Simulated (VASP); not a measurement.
Crystal: Ag.

```
Ag
1.0
     4.09000    0.00000    0.00000
     0.00000    4.09000    0.00000
     0.00000    0.00000    4.09000
Ag
4
Direct
  0.00000 0.00000 0.00000
  0.00000 0.50000 0.50000
  0.50000 0.00000 0.50000
  0.50000 0.50000 0.00000
```

| Property | Result |
| --- | --- |
| Program | VASP 6.6.1 |
| Task | relaxation of cell and atoms |
| Functional | LDA |
| Potentials or basis | VASP PAW LDA potentials, release 64 (Ag) |
| Cutoff | 600 eV |
| k mesh | 6 × 6 × 6 |
| Occupations | gaussian, width 0.1 eV |
| Spin | no spin polarisation |

At the start: pressure -7.3 GPa; volume 17.10 Å³/atom.

Where does the relaxation end?

Over 3 steps the energy falls by 25.9 meV/atom and the volume is 16.06 Å³/atom (-6.1 %); space group Fm-3m (No. 225, to 0.1 Å) before and after.

Step by step:
```csv
step,energy change (eV),largest force (eV/Å),pressure (GPa),volume (Å³)
1,0.0000,0.0000,-7.32,68.42
2,-0.0254,0.0000,8.22,60.97
3,-0.1034,0.0000,-0.06,64.22
```

Final structure:
```cif
data_structure
_symmetry_space_group_name_H-M 'P 1'
_symmetry_Int_Tables_number 1
_cell_length_a 4.0047
_cell_length_b 4.0047
_cell_length_c 4.0047
_cell_angle_alpha 90.000
_cell_angle_beta 90.000
_cell_angle_gamma 90.000
_cell_volume 64.22
loop_
_atom_site_label
_atom_site_type_symbol
_atom_site_fract_x
_atom_site_fract_y
_atom_site_fract_z
_atom_site_occupancy
Ag1 Ag 0.00000 0.00000 0.00000 1
Ag2 Ag 0.00000 0.50000 0.50000 1
Ag3 Ag 0.50000 0.00000 0.50000 1
Ag4 Ag 0.50000 0.50000 0.00000 1
```
